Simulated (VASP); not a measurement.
C, 2 atoms in the cell. The structure is cubic, space group Fd-3m (No. 227). The conventional cell has a = 3.560 Å, b = 3.560 Å, c = 3.560 Å, α = 90.00°, β = 90.00°, γ = 90.00°. C (site symmetry -43m) has 4 C at 1.54 Å within 2.1 Å. 

```yaml
Program: VASP 6.6.1
Task: single point
Functional: PBE0
Potentials_or_basis: VASP PAW PBE potentials, release 64 (C)
Cutoff: 520 eV
k_mesh: 8 × 8 × 8
Occupations: gaussian, width 0.01 eV
Spin: no spin polarisation
Dipole_correction: no
Grid_for_exact_exchange_PRECFOCK: Normal
Further_INCAR_settings: ALGO = Normal; EDIFF = 1e-07; NBANDS = 11
Share_of_exact_exchange: 0.25
```

Potentials or basis: VASP PAW PBE potentials, release 64 (C).

The run is started by

```bash
$ cat potpaw_PBE.64/C/POTCAR > POTCAR
$ cp INCAR.step1 INCAR
$ mpirun -np 1 vasp_std > vasp.out
$ cp INCAR.step2 INCAR
$ mpirun -np 1 vasp_std > vasp.out
```

Hardware: 1 thread of Intel Xeon 8259CL, with other jobs on the host.

Question: Estimate the wall time of this run.

Answer: It took 17 min on 1 thread of Intel Xeon 8259CL (shared host), peak memory 0.13 GiB. Counts: k points 29.
